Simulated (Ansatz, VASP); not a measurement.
This is a calculation of GaB for Ansatz 0.2.0.

input.yaml

```yaml
crystal:
  lattice:
    - [2.71824, 0.0, 0.0]
    - [0.0, 2.71824, 0.0]
    - [0.0, 0.0, 3.1067616]
  atoms:
    - { symbol: Ga, position: [0.5, 0.5, 0.5] }
    - { symbol: B, position: [0.0, 0.0, 0.0] }
hamiltonian:
  xc: pbe
  pseudopotentials: { kind: paw }
kpoints:
  mp_grid: { grid: [8, 8, 7] }
scf:
  occupations: { method: fermi_dirac, width: 0.05 }
output:
  forces: true
  stress: true
  eigenvalues: true
```

Potentials or basis: Ansatz PAW.

Command:

```console
$ ansatz run input.yaml --threads 2 --pin off --max-ram 5632MiB --backend cpu --events-out ev --progress --plain --runs-dir out
```

**Question.** Set up the same calculation for VASP 6.6.1. Potentials there: VASP PAW PBE potentials, release 64 (Ga_d, B).

**Answer.** As run (the cutoff follows the program's own potentials):

Contents of INCAR:

```
SYSTEM = GaB
PREC     = Accurate       ! precision mode
ENCUT    = 520            ! plane-wave cutoff, eV
EDIFF    = 1E-6           ! SCF threshold, eV
ISMEAR   = -1             ! smearing method
SIGMA    = 0.05           ! smearing width, eV
LREAL    = .FALSE.        ! projectors in reciprocal space
LASPH    = .TRUE.         ! aspherical terms in the spheres
NELM     = 80             ! most SCF steps
ALGO     = Normal         ! electronic algorithm
ISIF     = 2              ! what is computed and relaxed
LWAVE    = .FALSE.        ! write WAVECAR
LCHARG   = .TRUE.         ! write CHGCAR
GGA      = PE             ! functional
LELF     = .TRUE.         ! ELF
LVHAR    = .TRUE.       
NBANDS   = 15             ! bands
```

The input KPOINTS:

```
regular mesh
0
G
  8 8 7
  0 0 0
```

Contents of POSCAR:

```
GaB
1.0
    2.7182400000      0.0000000000      0.0000000000
    0.0000000000      2.7182400000      0.0000000000
    0.0000000000      0.0000000000      3.1067616000
Ga B
1 1
Direct
    0.5000000000      0.5000000000      0.5000000000
    0.0000000000      0.0000000000      0.0000000000
```

Potentials or basis: VASP PAW PBE potentials, release 64 (Ga_d, B).

The run is started by

```console
$ cat potpaw_PBE.64/Ga_d/POTCAR potpaw_PBE.64/B/POTCAR > POTCAR
$ mpirun -np 1 vasp_std > vasp.out
```

Both were run:

|  | VASP | Ansatz | Ansatz less VASP |
| --- | --- | --- | --- |
| gap on the k mesh at the Fermi level (eV) | none | none | - |
| pressure (GPa) | 6.2 | 6.1 | -0.14 |
| traceless stress, the component that is largest in VASP (GPa) | 2.13 | 2.14 | +0.016 |

A gap of «none» marks a metal or a gap that the smearing closes.
